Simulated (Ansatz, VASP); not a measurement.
One calculation of Fe2Si, two programs

```xyz
6
Lattice="3.8474 0.0000 0.0000 -1.9237 3.3319 0.0000 0.0000 0.0000 4.7296" Properties=species:S:1:pos:R:3 pbc="T T T"
Fe    0.0000    0.0000    0.0000
Fe    0.0000    0.0000    2.3648
Fe    0.0000    2.2213    3.8901
Fe    1.9237    1.1106    0.8395
Si    0.0000    2.2213    1.5112
Si    1.9237    1.1106    3.2184
```

Alike in both runs: task single point; functional LDA; k mesh 12 × 12 × 8; occupations gaussian, width 0.1 eV; collinear spin; Hubbard terms Fe d U = 6.0 eV.

|  | VASP | Ansatz |
| --- | --- | --- |
| version | VASP 6.6.1 | Ansatz 0.2.0 |
| potentials or method | VASP PAW LDA potentials, release 64 (Fe, Si), cutoff 520 eV | scalar-relativistic, plane waves, PAW |
| valence electrons in the cell | 40 | 72 |

Ansatz gave:

| Item | Value |
| --- | --- |
| gap on the k mesh at the Fermi level (eV) | none |
| pressure (GPa) | 27.6 |
| traceless stress, the component that is largest in VASP (GPa) | -0.94 |
| rms of the force components (eV/Å) | 0.150 |
| net moment per atom (μB) | 0.78 |
| size of the moment on the site where the two differ most (μB) | 2.83 |

**Question.** What did VASP give for the same quantities?

**Answer.** gap on the k mesh at the Fermi level (eV): none; pressure (GPa): 13.9; traceless stress, the component that is largest in VASP (GPa): -0.19; rms of the force components (eV/Å): 0.147; net moment per atom (μB): 0.79; size of the moment on the site where the two differ most (μB): 3.04.

LDA's correlation is that of Perdew and Zunger in VASP and of Perdew and Wang (1992) in Ansatz. Site moments also hang on the region over which each program counts them. The programs project onto different local orbitals, so the same U acts differently, and such runs can settle in different states. Atom by atom the forces differ by 0.038 eV/Å (rms over components). A gap of «none» marks a metal or a gap that the smearing closes. VASP's potentials hold 40 valence electrons a cell and Ansatz's 72, so a difference there can come from the potentials and not from the codes. Ansatz's warnings: filled band counts differ across k points, look outside group, minimisation memory short, seeded moment not kept.
